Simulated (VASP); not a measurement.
# Al2Cu (I4/mcm) in VASP: a series of runs

Runs on Al2Cu. Level: PBE. Tasks: single point.

Everything below comes from runs of VASP 6.6.1. Logs are shortened: lines on timing, memory, paths and dates and some standing lists are left out, and cuts for length are marked.

### Step 1. The cell of the first run

Symmetry: I4/mcm, No. 140, tetragonal system. Conventional cell: a = 6.098 Å, b = 6.098 Å, c = 4.736 Å, α = 90.00°, β = 90.00°, γ = 90.00°. Within 3.4 Å of Al (site symmetry m2m) lie 4 Cu at 2.59 Å and 11 Al at 2.71 to 3.25 Å. Within 3.1 Å of Cu (site symmetry 422) lie 2 Cu at 2.37 Å and 8 Al at 2.59 Å.

### Step 2. Single point, PBE (uniaxial strain along c: -3.0 %)

INCAR

```
  PREC = Accurate
  ENCUT = 520
  EDIFF = 1E-7
  ISMEAR = 0
  SIGMA = 0.1
  LREAL = False
  LASPH = True
  NELM = 80
  ALGO = Fast
  ISIF = 2
  LWAVE = False
  LCHARG = True
  GGA = PE
  LELF = True
  LVHAR = True
  NBANDS = 46
```

KPOINTS

```
regular mesh
0
Gamma
  6 6 8
```

POSCAR

```
Al2Cu
1.0
    6.0978803628      0.0000000000      0.0000000000
    0.0000000000      6.0978803628      0.0000000000
    0.0000000000      0.0000000000      4.7363987986
Al Cu
8 4
Direct
    0.1571052666      0.3428947334      0.0000000000
    0.1571052666      0.6571052666      0.5000000000
    0.8428947334      0.3428947334      0.5000000000
    0.8428947334      0.6571052666      0.0000000000
    0.6571052666      0.8428947334      0.5000000000
    0.6571052666      0.1571052666      0.0000000000
    0.3428947334      0.8428947334      0.0000000000
    0.3428947334      0.1571052666      0.5000000000
    0.0000000000      0.0000000000      0.7500000000
    0.0000000000      0.0000000000      0.2500000000
    0.5000000000      0.5000000000      0.2500000000
    0.5000000000      0.5000000000      0.7500000000
```

Potentials or basis: VASP PAW PBE potentials, release 64 (Al, Cu).

Command:

```bash
cat potpaw_PBE.64/Al/POTCAR potpaw_PBE.64/Cu/POTCAR > POTCAR
mpirun -np 1 vasp_std > vasp.out
```

OUTCAR:

```text
PREC = Accurate
   ENCUT = 520
   EDIFF = 1E-7
   ISMEAR = 0
   LREAL = False
   LASPH = True
   NELM = 80
   ISIF = 2
   GGA = PE

 ion  position               nearest neighbor table
   1  0.157  0.343  0.000-   9 2.59  10 2.59  11 2.59  12 2.59   4 2.71   8 2.86   8 2.86   3 3.05
                             2 3.05   3 3.05   2 3.05   6 3.25   7 3.25   7 3.25   6 3.25
   2  0.157  0.657  0.500-   9 2.59  10 2.59  11 2.59  12 2.59   3 2.71   7 2.86   7 2.86   1 3.05
                             1 3.05   4 3.05   4 3.05   8 3.25   5 3.25   8 3.25   5 3.25
   3  0.843  0.343  0.500-   9 2.59  10 2.59  11 2.59  12 2.59   2 2.71   6 2.86   6 2.86   1 3.05
                             1 3.05   4 3.05   4 3.05   8 3.25   5 3.25   5 3.25   8 3.25
   4  0.843  0.657  0.000-   9 2.59  10 2.59  11 2.59  12 2.59   1 2.71   5 2.86   5 2.86   2 3.05
                             2 3.05   3 3.05   3 3.05   7 3.25   6 3.25   6 3.25   7 3.25
   5  0.657  0.843  0.500-   9 2.59  10 2.59  11 2.59  12 2.59   8 2.71   4 2.86   4 2.86   6 3.05
                             7 3.05   6 3.05   7 3.05   3 3.25   2 3.25   3 3.25   2 3.25
   6  0.657  0.157  0.000-   9 2.59  10 2.59  11 2.59  12 2.59   7 2.71   3 2.86   3 2.86   8 3.05
                             5 3.05   5 3.05   8 3.05   1 3.25   4 3.25   4 3.25   1 3.25
   7  0.343  0.843  0.000-   9 2.59  10 2.59  11 2.59  12 2.59   6 2.71   2 2.86   2 2.86   8 3.05
                             5 3.05   5 3.05   8 3.05   1 3.25   4 3.25   1 3.25   4 3.25
   8  0.343  0.157  0.500-   9 2.59  10 2.59  11 2.59  12 2.59   5 2.71   1 2.86   1 2.86   7 3.05
                             6 3.05   6 3.05   7 3.05   2 3.25   3 3.25   2 3.25   3 3.25
   9  0.000  0.000  0.750-  10 2.37  10 2.37   3 2.59   4 2.59   5 2.59   6 2.59   7 2.59   8 2.59
                             1 2.59   2 2.59
  10  0.000  0.000  0.250-   9 2.37   9 2.37   3 2.59   4 2.59   5 2.59   6 2.59   7 2.59   8 2.59
                             1 2.59   2 2.59
  11  0.500  0.500  0.250-  12 2.37  12 2.37   3 2.59   4 2.59   5 2.59   6 2.59   7 2.59   8 2.59
                             1 2.59   2 2.59
  12  0.500  0.500  0.750-  11 2.37  11 2.37   3 2.59   4 2.59   5 2.59   6 2.59   7 2.59   8 2.59
                             1 2.59   2 2.59

  LATTYP: Found a simple tetragonal cell.
 ALAT       =     6.0978803628
 C/A-ratio  =     0.7767287183

  Lattice vectors:

 A1 = (   6.0978803628,   0.0000000000,   0.0000000000)
 A2 = (   0.0000000000,   6.0978803628,   0.0000000000)
 A3 = (   0.0000000000,   0.0000000000,   4.7363987986)

Analysis of symmetry for initial positions (statically):
=====================================================================
 Subroutine PRICEL returns following result:

  LATTYP: Found a body centered tetragonal cell.
 ALAT       =     6.0978803628
 C/A-ratio  =     0.7767287183

  Lattice vectors:

 A1 = (   3.0489401814,  -3.0489401814,  -2.3681993993)
 A2 = (  -3.0489401814,   3.0489401814,  -2.3681993993)
[... 167 lines left out ...]
  volume/ion in A,a.u.               =      14.68        99.04
  Fermi-wavevector in a.u.,A,eV,Ry     =   1.192090  2.252724 19.334954  1.421079
  Thomas-Fermi vector in A             =   2.328137
   LORBIT       =      0    0 simple, 1 ext, 2 COOP (PROOUT), +10 PAW based schemes
   GGA     = PE    functional components
   LHFCALC =     F    Hartree Fock is set to
   AEXX    =    0.0000 exact exchange contribution
   IVDW    =     0    specifies the selected vdW correction
   LEPSILON=     F    determine dielectric tensor
   LRPA    =     F    only Hartree local field effects (RPA)
 non-spin polarized calculation
 RMM-DIIS sequential band-by-band and
 Gauss-broadening in eV      SIGMA  =   0.10
  energy-cutoff  :      520.00
  volume of cell :      176.12
 maximum number of plane-waves:      4760
 NGX is ok and might be reduce to    48
   NGX = 23   NGY = 23   NGZ = 17

 number of electron      67.9999970 magnetization

 Free energy of the ion-electron system (eV)
  ---------------------------------------------------
  ext. energy  EPLUGINS =         0.00000000
  ---------------------------------------------------
  free energy    TOTEN  =       -46.69442504 eV

  energy without entropy =      -46.67182548  energy(sigma->0) =      -46.68312526

 E-fermi :   8.1982     XC(G=0): -10.9210

 val. band max:        8.1915458394   @ k =   0.3333   0.3333   0.0000
 cond. band min:       8.2095961731   @ k =   0.0000   0.0000   0.5000
 fundamental gap:      0.0180503337
 Fermi energy:         8.1982224189

 k-point     1 :       0.0000    0.0000    0.0000
  band No.  band energies     occupation
      1      -2.7101      2.00000
      2       0.9974      2.00000
      3       1.0996      2.00000
      4       1.2129      2.00000
      5       1.2129      2.00000
      6       2.7404      2.00000
[... 1165 lines left out ...]
     45      12.8799      0.00000
     46      12.8806      0.00000

 [... further k-points ...]

------------------------ aborting loop because EDIFF is reached ----------------------------------------

  FORCE on cell =-STRESS in cart. coord.  units (eV):
  Direction    XX          YY          ZZ          XY          YZ          ZX
  --------------------------------------------------------------------------------------
  -------------------------------------------------------------------------------------
  Total        0.1838622      0.1838622      6.1096898      0.0000000      0.0000000     -0.0000000
  in kB        1.6726189      1.6726189     55.5806579      0.0000000      0.0000000     -0.0000000
  external PRESSURE =      19.6419652 kB  Pullay stress =       0.0000000 kB

 VOLUME and BASIS-vectors are now :
 -----------------------------------------------------------------------------
  energy-cutoff  :      520.00
  volume of cell :      176.12
      direct lattice vectors                 reciprocal lattice vectors
     6.097880363  0.000000000  0.000000000     0.163991410  0.000000000  0.000000000
     0.000000000  6.097880363  0.000000000     0.000000000  0.163991410  0.000000000
     0.000000000  0.000000000  4.736398799     0.000000000  0.000000000  0.211130870

 POSITION                                       TOTAL-FORCE (eV/Angst)
 -----------------------------------------------------------------------------------
      0.95801      2.09093      0.00000        -0.021715      0.021715     -0.000000
      0.95801      4.00695      2.36820        -0.021715     -0.021715      0.000000
      5.13987      2.09093      2.36820         0.021715      0.021715      0.000000
      5.13987      4.00695      0.00000         0.021715     -0.021715      0.000000
      4.00695      5.13987      2.36820        -0.021715      0.021715      0.000000
      4.00695      0.95801      0.00000        -0.021715     -0.021715      0.000000
      2.09093      5.13987      0.00000         0.021715      0.021715     -0.000000
      2.09093      0.95801      2.36820         0.021715     -0.021715      0.000000
      0.00000      0.00000      3.55230        -0.000000     -0.000000     -0.000000
      0.00000      0.00000      1.18410        -0.000000     -0.000000     -0.000000
      3.04894      3.04894      1.18410        -0.000000     -0.000000     -0.000000
      3.04894      3.04894      3.55230        -0.000000      0.000000     -0.000000
 -----------------------------------------------------------------------------------
    total drift:                                0.000000     -0.000000     -0.000000

  FREE ENERGIE OF THE ION-ELECTRON SYSTEM (eV)
  ---------------------------------------------------
  free  energy   TOTEN  =       -46.6944250359 eV

  energy  without entropy=      -46.6718254841  energy(sigma->0) =      -46.68312526
```

Run time: 16 min. Hardware: 1 thread of Intel Xeon 8259CL, shared host; peak memory 0.43 GiB.

What came out:

```yaml
Free_energy: -46.6944 eV
Pressure: 2.0 GPa
Largest_force: 0.031 eV/Å
Band_gap_on_the_k_mesh: zero (bands 34 and 35 overlap by 1.85 eV)
```

Forces in eV/Å, atoms in the order of the input:
```
Al  -0.022  0.022  0.000
Al  -0.022 -0.022  0.000
Al   0.022  0.022  0.000
Al   0.022 -0.022  0.000
Al  -0.022  0.022  0.000
Al  -0.022 -0.022  0.000
Al   0.022  0.022  0.000
Al   0.022 -0.022  0.000
Cu   0.000  0.000  0.000
Cu   0.000  0.000  0.000
Cu   0.000  0.000  0.000
Cu   0.000  0.000  0.000
```

Caveat: the cell differs from its parent crystal (uniaxial strain along c: -3.0 %); the stress differs along the axes, from 0 to 6 GPa.

### Step 3. Single point, PBE (uniaxial strain along c: -2.0 %, then relaxed in part)

INCAR

```
SYSTEM = Al2Cu
PREC     = Accurate       ! precision mode
ENCUT    = 520            ! plane-wave cutoff, eV
EDIFF    = 1E-6           ! SCF threshold, eV
ISMEAR   = 0              ! smearing method
SIGMA    = 0.1            ! smearing width, eV
LREAL    = .False.        ! projectors in reciprocal space
LASPH    = .True.         ! aspherical terms in the spheres
NELM     = 100            ! most SCF steps
ALGO     = Fast           ! electronic algorithm
ISIF     = 2              ! what is computed and relaxed
LWAVE    = .False.        ! write WAVECAR
LCHARG   = .False.        ! write CHGCAR
GGA      = PE             ! functional
NBANDS   = 46             ! bands
```

KPOINTS

```
regular mesh
0
Gamma
  6 6 8
  0 0 0
```

Edit POSCAR of step 2 so:

```diff
@@ -2,5 +2,5 @@
 1.0
-    6.0978803628      0.0000000000      0.0000000000
-    0.0000000000      6.0978803628      0.0000000000
-    0.0000000000      0.0000000000      4.7363987986
+    6.0841939488      0.0000000000      0.0000000000
+    0.0000000000      6.0841939488      0.0000000000
+    0.0000000000      0.0000000000      4.7852276522
 Al Cu
```

Potentials or basis: VASP PAW PBE potentials, release 64 (Al, Cu).

Command:

```bash
cat potpaw_PBE.64/Al/POTCAR potpaw_PBE.64/Cu/POTCAR > POTCAR
mpirun -np 1 vasp_std > vasp.out
```

OUTCAR:

```text
SYSTEM = Al2Cu
   PREC = Accurate
   ENCUT = 520
   EDIFF = 1E-6
   ISMEAR = 0
   LREAL = .False.
   LASPH = .True.
   NELM = 100
   ISIF = 2
   GGA = PE

 ion  position               nearest neighbor table
   1  0.157  0.343  0.000-   9 2.59  10 2.59  11 2.59  12 2.59   4 2.70   8 2.88   8 2.88   3 3.06
                             2 3.06   3 3.06   2 3.06   6 3.25   7 3.25   7 3.25   6 3.25
   2  0.157  0.657  0.500-   9 2.59  10 2.59  11 2.59  12 2.59   3 2.70   7 2.88   7 2.88   1 3.06
                             1 3.06   4 3.06   4 3.06   8 3.25   5 3.25   8 3.25   5 3.25
   3  0.843  0.343  0.500-   9 2.59  10 2.59  11 2.59  12 2.59   2 2.70   6 2.88   6 2.88   1 3.06
                             1 3.06   4 3.06   4 3.06   8 3.25   5 3.25   5 3.25   8 3.25
   4  0.843  0.657  0.000-   9 2.59  10 2.59  11 2.59  12 2.59   1 2.70   5 2.88   5 2.88   2 3.06
                             2 3.06   3 3.06   3 3.06   7 3.25   6 3.25   6 3.25   7 3.25
   5  0.657  0.843  0.500-   9 2.59  10 2.59  11 2.59  12 2.59   8 2.70   4 2.88   4 2.88   6 3.06
                             7 3.06   6 3.06   7 3.06   3 3.25   2 3.25   3 3.25   2 3.25
   6  0.657  0.157  0.000-   9 2.59  10 2.59  11 2.59  12 2.59   7 2.70   3 2.88   3 2.88   8 3.06
                             5 3.06   5 3.06   8 3.06   1 3.25   4 3.25   4 3.25   1 3.25
   7  0.343  0.843  0.000-   9 2.59  10 2.59  11 2.59  12 2.59   6 2.70   2 2.88   2 2.88   8 3.06
                             5 3.06   5 3.06   8 3.06   1 3.25   4 3.25   1 3.25   4 3.25
   8  0.343  0.157  0.500-   9 2.59  10 2.59  11 2.59  12 2.59   5 2.70   1 2.88   1 2.88   7 3.06
                             6 3.06   6 3.06   7 3.06   2 3.25   3 3.25   2 3.25   3 3.25
   9  0.000  0.000  0.750-  10 2.39  10 2.39   3 2.59   4 2.59   5 2.59   6 2.59   7 2.59   8 2.59
                             1 2.59   2 2.59
  10  0.000  0.000  0.250-   9 2.39   9 2.39   3 2.59   4 2.59   5 2.59   6 2.59   7 2.59   8 2.59
                             1 2.59   2 2.59
  11  0.500  0.500  0.250-  12 2.39  12 2.39   3 2.59   4 2.59   5 2.59   6 2.59   7 2.59   8 2.59
                             1 2.59   2 2.59
  12  0.500  0.500  0.750-  11 2.39  11 2.39   3 2.59   4 2.59   5 2.59   6 2.59   7 2.59   8 2.59
                             1 2.59   2 2.59

  LATTYP: Found a simple tetragonal cell.
 ALAT       =     6.0841939488
 C/A-ratio  =     0.7865014976

[... 204 lines left out ...]
 number of electron      67.9999998 magnetization

 Free energy of the ion-electron system (eV)
  ---------------------------------------------------
  ext. energy  EPLUGINS =         0.00000000
  ---------------------------------------------------
  free energy    TOTEN  =       -46.74529519 eV

  energy without entropy =      -46.72646434  energy(sigma->0) =      -46.73587977

 E-fermi :   8.1291     XC(G=0): -10.8971

 val. band max:        8.1276379259   @ k =   0.1667   0.0000   0.2500
 cond. band min:       8.1510720799   @ k =   0.3333   0.3333   0.5000
 fundamental gap:      0.0234341540
 Fermi energy:         8.1290928843

 k-point     1 :       0.0000    0.0000    0.0000
  band No.  band energies     occupation
      1      -2.7333      2.00000
      2       0.9911      2.00000
      3       1.0901      2.00000
      4       1.2080      2.00000
      5       1.2080      2.00000
      6       2.7185      2.00000
[... 1165 lines left out ...]
     45      12.6763      0.00000
     46      12.6767      0.00000

 [... further k-points ...]

------------------------ aborting loop because EDIFF is reached ----------------------------------------

  FORCE on cell =-STRESS in cart. coord.  units (eV):
  Direction    XX          YY          ZZ          XY          YZ          ZX
  --------------------------------------------------------------------------------------
  -------------------------------------------------------------------------------------
  Total        0.1498668      0.1498668      3.8142192      0.0000000     -0.0000000     -0.0000000
  in kB        1.3555241      1.3555241     34.4990806      0.0000000     -0.0000000     -0.0000000
  external PRESSURE =      12.4033763 kB  Pullay stress =       0.0000000 kB

 VOLUME and BASIS-vectors are now :
 -----------------------------------------------------------------------------
  energy-cutoff  :      520.00
  volume of cell :      177.14
      direct lattice vectors                 reciprocal lattice vectors
     6.084193949  0.000000000  0.000000000     0.164360309  0.000000000  0.000000000
     0.000000000  6.084193949  0.000000000     0.000000000  0.164360309  0.000000000
     0.000000000  0.000000000  4.785227652     0.000000000  0.000000000  0.208976474

 POSITION                                       TOTAL-FORCE (eV/Angst)
 -----------------------------------------------------------------------------------
      0.95586      2.08624      0.00000        -0.002008      0.002008      0.000000
      0.95586      3.99796      2.39261        -0.002008     -0.002008      0.000000
      5.12834      2.08624      2.39261         0.002008      0.002008     -0.000000
      5.12834      3.99796      0.00000         0.002008     -0.002008      0.000000
      3.99796      5.12834      2.39261        -0.002008      0.002008      0.000000
      3.99796      0.95586      0.00000        -0.002008     -0.002008      0.000000
      2.08624      5.12834      0.00000         0.002008      0.002008     -0.000000
      2.08624      0.95586      2.39261         0.002008     -0.002008      0.000000
      0.00000      0.00000      3.58892         0.000000     -0.000000     -0.000000
      0.00000      0.00000      1.19631         0.000000     -0.000000     -0.000000
      3.04210      3.04210      1.19631        -0.000000      0.000000     -0.000000
      3.04210      3.04210      3.58892         0.000000     -0.000000     -0.000000
 -----------------------------------------------------------------------------------
    total drift:                                0.000000     -0.000000     -0.000000

  FREE ENERGIE OF THE ION-ELECTRON SYSTEM (eV)
  ---------------------------------------------------
  free  energy   TOTEN  =       -46.7452951861 eV

  energy  without entropy=      -46.7264643440  energy(sigma->0) =      -46.73587977
```

OSZICAR:

```text
N       E                     dE             d eps       ncg     rms          rms(c)
DAV:   1     0.458645309830E+03    0.45865E+03   -0.26505E+04  4600   0.165E+03
DAV:   2    -0.121823676769E+02   -0.47083E+03   -0.45376E+03  4606   0.356E+02
DAV:   3    -0.542458492432E+02   -0.42063E+02   -0.38915E+02  5542   0.134E+02
DAV:   4    -0.561804086527E+02   -0.19346E+01   -0.19091E+01  7314   0.306E+01
DAV:   5    -0.562066459399E+02   -0.26237E-01   -0.26216E-01  7228   0.428E+00    0.304E+01
RMM:   6    -0.662415165737E+02   -0.10035E+02   -0.24600E+02  5499   0.164E+02    0.266E+01
RMM:   7    -0.473161051233E+02    0.18925E+02   -0.79198E+01  4694   0.971E+01    0.485E+00
RMM:   8    -0.468562512812E+02    0.45985E+00   -0.49205E+00  4943   0.237E+01    0.169E+00
RMM:   9    -0.467593136068E+02    0.96938E-01   -0.10264E+00  5181   0.347E+00    0.116E+00
RMM:  10    -0.467970321077E+02   -0.37719E-01   -0.58438E-01  5233   0.789E+00    0.171E+00
RMM:  11    -0.467442721913E+02    0.52760E-01   -0.16265E-01  5184   0.464E+00    0.322E-01
RMM:  12    -0.467452896555E+02   -0.10175E-02   -0.18712E-02  6390   0.797E-01    0.973E-02
RMM:  13    -0.467452546934E+02    0.34962E-04   -0.29069E-03  5906   0.244E-01    0.298E-02
RMM:  14    -0.467453075944E+02   -0.52901E-04   -0.40698E-04  6369   0.127E-01    0.435E-02
RMM:  15    -0.467452982015E+02    0.93929E-05   -0.10813E-04  6252   0.564E-02    0.250E-02
RMM:  16    -0.467452940701E+02    0.41314E-05   -0.25432E-05  5509   0.399E-02    0.606E-03
RMM:  17    -0.467452949699E+02   -0.89984E-06   -0.11422E-05  4911   0.161E-02    0.331E-03
RMM:  18    -0.467452951861E+02   -0.21619E-06   -0.17632E-06  3609   0.116E-02
   1 F= -.46745295E+02 E0= -.46735880E+02  d E =-.188308E-01
```

stdout:

```text
POSCAR found type information on POSCAR AlCu
 POSCAR found :  2 types and      12 ions
 scaLAPACK will be used
 LDA part: xc-table for (Slater+PW92), standard interpolation
 POSCAR, INCAR and KPOINTS ok, starting setup
 FFT: planning ... GRIDC
 FFT: planning ... GRID_SOFT
 FFT: planning ... GRID
 WAVECAR not read
 entering main loop
```

It took 13 min on 1 thread of Intel Xeon 8259CL, shared host; peak memory 0.43 GiB.

Results:

```
Free energy            : -46.7453 eV
Pressure               : 1.2 GPa
Band gap on the k mesh : zero (bands 34 and 35 overlap by 1.85 eV)
```

Forces in eV/Å, atoms in the order of the input:
```
Al  -0.002  0.002  0.000
Al  -0.002 -0.002  0.000
Al   0.002  0.002  0.000
Al   0.002 -0.002  0.000
Al  -0.002  0.002  0.000
Al  -0.002 -0.002  0.000
Al   0.002  0.002  0.000
Al   0.002 -0.002  0.000
Cu   0.000  0.000  0.000
Cu   0.000  0.000  0.000
Cu   0.000  0.000  0.000
Cu   0.000  0.000  0.000
```

Stress tensor (GPa, compression positive):
```
0.14 0.00 0.00
0.00 0.14 0.00
0.00 0.00 3.45
```

Caveat: the cell differs from its parent crystal (uniaxial strain along c: -2.0 %, then relaxed in part).

The gap in the log of VASP goes by the Fermi energy; the results here count the filled bands.